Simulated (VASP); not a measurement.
# W (Im-3m) in VASP: a series of runs

W is run at these levels: PBE; tasks: single point, relaxation of cell and atoms.

Everything below comes from runs of VASP 6.6.1. Logs are shortened: lines on timing, memory, paths and dates and some standing lists are left out, and cuts for length are marked.

## 1. The cell of the first run

Symmetry: Im-3m, No. 229, cubic system. Conventional cell: a = 3.184 Å, b = 3.184 Å, c = 3.184 Å, α = 90.00°, β = 90.00°, γ = 90.00°. W (site symmetry m-3m) has 14 W at 2.76 to 3.18 Å within 3.6 Å.

## 2. Single point, PBE

INCAR reads:

```
  PREC = Accurate
  ENCUT = 500
  EDIFF = 1E-6
  ISMEAR = -1
  SIGMA = 0.1
  LREAL = False
  LASPH = True
  NELM = 120
  ALGO = Normal
  ISIF = 2
  LWAVE = False
  LCHARG = False
  GGA = PE
  NBANDS = 13
  GGA_COMPAT = False
```

KPOINTS reads:

```
regular mesh
0
Gamma
  21 21 21
```

POSCAR reads:

```
W
1.0
   -1.5919230352      1.5919230352      1.5919230352
    1.5919230352     -1.5919230352      1.5919230352
    1.5919230352      1.5919230352     -1.5919230352
W
1
Direct
    0.0000000000      0.0000000000      0.0000000000
```

Potentials or basis: VASP PAW PBE potentials, release 64 (W_sv).

Run with:

```sh
cat potpaw_PBE.64/W_sv/POTCAR > POTCAR
mpirun -np 1 vasp_std > vasp.out
```

OUTCAR:

```text
PREC = Accurate
   ENCUT = 500
   EDIFF = 1E-6
   ISMEAR = -1
   LREAL = False
   LASPH = True
   NELM = 120
   ISIF = 2
   GGA = PE

 ion  position               nearest neighbor table
   1  0.000  0.000  0.000-

  LATTYP: Found a body centered cubic cell.
 ALAT       =     3.1838460704

  Lattice vectors:

 A1 = (  -1.5919230352,   1.5919230352,   1.5919230352)
 A2 = (   1.5919230352,  -1.5919230352,   1.5919230352)
 A3 = (   1.5919230352,   1.5919230352,  -1.5919230352)

Analysis of symmetry for initial positions (statically):
=====================================================================
 Subroutine PRICEL returns:
 Original cell was already a primitive cell.

 Routine SETGRP: Setting up the symmetry group for a
 body centered cubic supercell.

 Subroutine GETGRP returns: Found 48 space group operations
 (whereof 48 operations were pure point group operations)
 out of a pool of 48 trial point group operations.

The static configuration has the point symmetry O_h .

Analysis of symmetry for dynamics (positions and initial velocities):
=====================================================================
 Subroutine PRICEL returns:
 Original cell was already a primitive cell.

 Routine SETGRP: Setting up the symmetry group for a
 body centered cubic supercell.

 Subroutine GETGRP returns: Found 48 space group operations
 (whereof 48 operations were pure point group operations)
 out of a pool of 48 trial point group operations.

The dynamic configuration has the point symmetry O_h .

 Subroutine INISYM returns: Found 48 space group operations
 (whereof 48 operations are pure point group operations),
 and found     1 'primitive' translations

----------------------------------------------------------------------------------------

                                     Primitive cell

  volume of cell :      16.1371

  direct lattice vectors                    reciprocal lattice vectors
    -1.591923035  1.591923035  1.591923035     0.000000000  0.314085536  0.314085536
     1.591923035 -1.591923035  1.591923035     0.314085536  0.000000000  0.314085536
     1.591923035  1.591923035 -1.591923035     0.314085536  0.314085536  0.000000000

  length of vectors
     2.757291579  2.757291579  2.757291579     0.444184025  0.444184025  0.444184025

[... 82 lines left out ...]
   IBRION =     -1    ionic relax: 0-MD 1-quasi-New 2-CG
   NFREE  =      0    steps in history (QN), initial steepest desc. (CG)
   ISIF   =      2    stress and relaxation
   ISYM   =      2    0-nonsym 1-usesym 2-fastsym
   POTIM  = 0.5000    time-step for ionic-motion
   TEBEG  =    0.0;   TEEND  =   0.0 temperature during run
   PSTRESS=    0.0 pullay stress
   NELECT =      14.0000    total number of electrons
   NUPDOWN=      -1.0000    fix difference up-down
   EMIN   =  10.00;   EMAX   =-10.00  energy-range for DOS
   EFERMI =   0.00;   METHOD = LEGACY
   ISMEAR =    -1;   SIGMA  =   0.10  broadening in eV -4-tet -1-fermi 0-gaus
   EFERMI_NEDOS =   21; number of points for ismear=-14 and -15
   IALGO  =     38    algorithm
   IMIX   =      4    mixing-type and parameters
     AMIX     =   0.40;   BMIX     =  1.00
     AMIX_MAG =   1.60;   BMIX_MAG =  1.00
  volume/ion in A,a.u.               =      16.14       108.90
  Fermi-wavevector in a.u.,A,eV,Ry     =   1.561381  2.950581 33.169771  2.437909
  Thomas-Fermi vector in A             =   2.664454
   LORBIT       =      0    0 simple, 1 ext, 2 COOP (PROOUT), +10 PAW based schemes
   GGA     = PE    functional components
   LHFCALC =     F    Hartree Fock is set to
   AEXX    =    0.0000 exact exchange contribution
   IVDW    =     0    specifies the selected vdW correction
   LEPSILON=     F    determine dielectric tensor
   LRPA    =     F    only Hartree local field effects (RPA)
 non-spin polarized calculation
  energy-cutoff  :      500.00
  volume of cell :       16.14
 maximum number of plane-waves:       421
   NGX =  9   NGY =  9   NGZ =  9

 number of electron      14.0000000 magnetization

 Free energy of the ion-electron system (eV)
  ---------------------------------------------------
  ext. energy  EPLUGINS =         0.00000000
  ---------------------------------------------------
  free energy    TOTEN  =       -12.96093660 eV

  energy without entropy =      -12.94351412  energy(sigma->0) =      -12.95222536

 E-fermi :  11.2194     XC(G=0): -13.5402

 val. band max:       11.1735475583   @ k =  -0.4286  -0.4286   0.2857
 cond. band min:      11.2217237134   @ k =  -0.4286  -0.4762   0.2857
 fundamental gap:      0.0481761551
 Fermi energy:        11.2193560253

 k-point     1 :       0.0000    0.0000    0.0000
  band No.  band energies     occupation
      1     -63.0211      2.00000
      2     -26.6087      2.00000
      3     -26.6087      2.00000
      4     -26.6087      2.00000
      5       1.6488      2.00000
      6       9.9869      1.99999
      7       9.9869      1.99999
      8       9.9869      1.99999
      9      13.4059      0.00000
     10      13.4059      0.00000
     11      25.6632      0.00000
     12      25.6632      0.00000
     13      25.6632      0.00000
[... 354 lines left out ...]
  band No.  band energies     occupation
      1     -62.9585      2.00000
      2     -27.2304      2.00000
      3     -26.7962      2.00000
      4     -26.6489      2.00000
      5       4.1428      2.00000
      6       8.7933      2.00000
      7       9.1083      2.00000
      8      12.4578      0.00001
      9      12.9016      0.00000
     10      13.8240      0.00000
     11      26.3289      0.00000
     12      27.5889      0.00000
     13      29.3105      0.00000

 [... further k-points ...]

------------------------ aborting loop because EDIFF is reached ----------------------------------------

  FORCE on cell =-STRESS in cart. coord.  units (eV):
  Direction    XX          YY          ZZ          XY          YZ          ZX
  --------------------------------------------------------------------------------------
  -------------------------------------------------------------------------------------
  Total        0.0513931      0.0513931      0.0513931      0.0000000      0.0000000      0.0000000
  in kB        5.1025718      5.1025718      5.1025718      0.0000000      0.0000000      0.0000000
  external PRESSURE =       5.1025718 kB  Pullay stress =       0.0000000 kB

 VOLUME and BASIS-vectors are now :
 -----------------------------------------------------------------------------
  energy-cutoff  :      500.00
  volume of cell :       16.14
      direct lattice vectors                 reciprocal lattice vectors
    -1.591923035  1.591923035  1.591923035     0.000000000  0.314085536  0.314085536
     1.591923035 -1.591923035  1.591923035     0.314085536  0.000000000  0.314085536
     1.591923035  1.591923035 -1.591923035     0.314085536  0.314085536  0.000000000

 POSITION                                       TOTAL-FORCE (eV/Angst)
 -----------------------------------------------------------------------------------
      0.00000      0.00000      0.00000         0.000000     -0.000000      0.000000
 -----------------------------------------------------------------------------------
    total drift:                                0.000000     -0.000000      0.000000

  FREE ENERGIE OF THE ION-ELECTRON SYSTEM (eV)
  ---------------------------------------------------
  free  energy   TOTEN  =       -12.9609365988 eV

  energy  without entropy=      -12.9435141232  energy(sigma->0) =      -12.95222536
```

OSZICAR:

```text
N       E                     dE             d eps       ncg     rms          rms(c)
DAV:   1     0.831815120814E+02    0.83182E+02   -0.72861E+03  7473   0.119E+03
DAV:   2    -0.120048548751E+02   -0.95186E+02   -0.91467E+02  8316   0.312E+02
DAV:   3    -0.135876171721E+02   -0.15828E+01   -0.15783E+01  8191   0.393E+01
DAV:   4    -0.135942455447E+02   -0.66284E-02   -0.66281E-02  8206   0.276E+00
DAV:   5    -0.135943007660E+02   -0.55221E-04   -0.55222E-04  8346   0.239E-01    0.202E+01
DAV:   6    -0.130938771992E+02    0.50042E+00   -0.42401E-01  7731   0.869E+00    0.798E+00
DAV:   7    -0.129649604373E+02    0.12892E+00   -0.21919E-01  8221   0.593E+00    0.678E-01
DAV:   8    -0.129609662080E+02    0.39942E-02   -0.43418E-03  7591   0.853E-01    0.787E-02
DAV:   9    -0.129609416854E+02    0.24523E-04   -0.10347E-04  8546   0.126E-01    0.447E-02
DAV:  10    -0.129609360145E+02    0.56709E-05   -0.14506E-05  7896   0.527E-02    0.503E-03
DAV:  11    -0.129609365988E+02   -0.58433E-06   -0.27189E-07  5298   0.639E-03
   1 F= -.12960937E+02 E0= -.12952225E+02  d E =-.174225E-01
```

stdout:

```text
POSCAR found type information on POSCAR W
 POSCAR found :  1 types and       1 ions
 scaLAPACK will be used
 LDA part: xc-table for (Slater+PW92), standard interpolation
 POSCAR, INCAR and KPOINTS ok, starting setup
 FFT: planning ... GRIDC
 FFT: planning ... GRID_SOFT
 FFT: planning ... GRID
 WAVECAR not read
 entering main loop
```

Wall time 15 s (1 thread of Intel Xeon 6975P-C (Granite Rapids), shared host); peak memory 0.16 GiB.

What came out:

| Item | Value |
| --- | --- |
| Free energy | -12.9609 eV |
| Pressure | 0.5 GPa |
| Band gap on the k mesh | zero (bands 7 and 8 overlap by 5.96 eV) |

Levels at points of the mesh, in eV from the Fermi level:
```tsv
k point	band 5	band 6	band 7	band 8	band 9	band 10
(0.00, 0.00, 0.00)	-9.57	-1.23	-1.23	-1.23	2.19	2.19
```

Caveat: spin-orbit coupling is left out, which moves the levels of the heavy elements.

## 3. Relaxation of cell and atoms, PBE

This run uses another cell than the first one, of 15.85 Å³/atom.

INCAR reads:

```
ALGO = Normal
EDIFF = 1E-7
EDIFFG = -0.03
ENCUT = 500
GGA = PE
GGA_COMPAT = False
IBRION = 2
ISIF = 3
ISMEAR = -1
LASPH = True
LCHARG = False
LREAL = False
LWAVE = False
NELM = 120
NELMIN = 4
NSW = 80
PREC = Accurate
SIGMA = 0.1
```

KPOINTS reads:

```
k-points
0
Gamma
  21 21 21
```

POSCAR reads:

```
W
1.0
   -1.5823450000      1.5823450000      1.5823450000
    1.5823450000     -1.5823450000      1.5823450000
    1.5823450000      1.5823450000     -1.5823450000
W
1
Direct
    0.0000000000      0.0000000000      0.0000000000
```

Potentials or basis: VASP PAW PBE potentials, release 64 (W_sv).

Run with:

```sh
cat potpaw_PBE.64/W_sv/POTCAR > POTCAR
mpirun -np 1 vasp_std > vasp.out
```

It took 30 s on 1 thread of Intel Xeon 6975P-C (Granite Rapids), shared host; peak memory 0.17 GiB.

It converged, with:

```yaml
Free_energy: -12.9608 eV
Relaxed_volume: 16.17 Å³/atom
Relaxed_cell: a = 2.759 Å, b = 2.759 Å, c = 2.759 Å, α = 109.47°, β = 109.47°, γ = 109.47°
Space_group_after_relaxing_to_0.1_Å: Im-3m (No. 229)
Energy_gained_by_relaxing: 6.1 meV/atom
Ionic_steps: 3
Pressure_after_relaxing: -0.2 GPa
Band_gap_on_the_k_mesh: zero (bands 7 and 8 overlap by 5.94 eV)
```

The path:
```csv
step,energy change (eV),largest force (eV/Å),pressure (GPa),volume (Å³)
1,0.0000,0.0000,6.29,15.85
2,0.0633,0.0000,-18.14,17.32
3,-0.0061,0.0000,-0.16,16.17
```

Final structure:
```cif
data_structure
_symmetry_space_group_name_H-M 'P 1'
_symmetry_Int_Tables_number 1
_cell_length_a 2.7594
_cell_length_b 2.7594
_cell_length_c 2.7594
_cell_angle_alpha 109.471
_cell_angle_beta 109.471
_cell_angle_gamma 109.471
_cell_volume 16.17
loop_
_atom_site_label
_atom_site_type_symbol
_atom_site_fract_x
_atom_site_fract_y
_atom_site_fract_z
_atom_site_occupancy
W1 W 0.00000 0.00000 0.00000 1
```

Levels at points of the mesh, in eV from the Fermi level:
| k point | band 4 | band 5 | band 6 | band 7 | band 8 | band 9 | band 10 | band 11 |
| --- | --- | --- | --- | --- | --- | --- | --- | --- |
| (0.00, 0.00, 0.00) | -37.83 | -9.56 | -1.23 | -1.23 | -1.23 | 2.18 | 2.18 | 14.44 |

Caveat: spin-orbit coupling is left out, which moves the levels of the heavy elements. PBE usually gives volumes a little too large and moduli too small.
